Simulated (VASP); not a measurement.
Wanted: the native input for a VASP 6.6.1 run.

| Property | Result |
| --- | --- |
| Task | single point |
| Functional | PBEsol |
| Dispersion | D4 |
| Potentials or basis | VASP PAW PBE potentials, release 64 (W_sv, S) |
| Cutoff | 520 eV |
| k mesh | 10 × 10 × 1 |
| Occupations | fermi-dirac, width 0.05 eV |
| Spin | no spin polarisation |
| Dipole correction | no |
| Further INCAR settings | ALGO = Normal; EDIFF = 1e-06; NBANDS = 49 |

The structure of WS2 lies in POSCAR:

```
WS2
1.0
    3.1282130183      0.0000000000      0.0000000000
   -1.5641065092      2.7091119423      0.0000000000
    0.0000000000      0.0000000000     26.9836907541
W S
3 6
Direct
    0.6666666667      0.3333333333      0.4373386659
    0.6666666667      0.3333333333      0.8821348231
    0.0000000000      0.0000000000      0.6597045654
    0.6666666667      0.3333333333      0.6015058474
    0.0000000000      0.0000000000      0.3791289556
    0.0000000000      0.0000000000      0.8239123641
    0.6666666667      0.3333333333      0.7179033407
    0.0000000000      0.0000000000      0.4955603001
    0.0000000000      0.0000000000      0.9403451278
```

These files were run (other wordings do the same):

INCAR

```
SYSTEM = WS2
  ALGO = Normal
  EDIFF = 1E-6
  ENCUT = 520
  GGA = PS
  ISIF = 2
  ISMEAR = -1
  IVDW = 13
  LASPH = .TRUE.
  LCHARG = .FALSE.
  LREAL = .FALSE.
  LWAVE = .FALSE.
  NBANDS = 49
  NELM = 100
  PREC = Accurate
  SIGMA = 0.05
```

KPOINTS

```
k-points
0
G
  10 10 1
  0 0 0
```

Potentials or basis: VASP PAW PBE potentials, release 64 (W_sv, S).

The run is started by

```console
$ cat potpaw_PBE.64/W_sv/POTCAR potpaw_PBE.64/S/POTCAR > POTCAR
$ mpirun -np 1 vasp_std > vasp.out
```

It gave:

```
Largest force              : 0.022 eV/Å
Band gap on the k mesh     : 1.13 eV (least direct gap 2.26 eV)
Dispersion energy per atom : -0.237 eV
```

Caveat: the PAW data sets were made with another functional, which shifts forces and pressure a little; spin-orbit coupling is left out, which moves the levels of the heavy elements.

It took 2.9 min on 1 thread of Intel(R) Xeon(R) Platinum 8375C CPU @ 2.90GHz (Ice Lake), with other jobs on the host, peak memory 0.39 GiB.
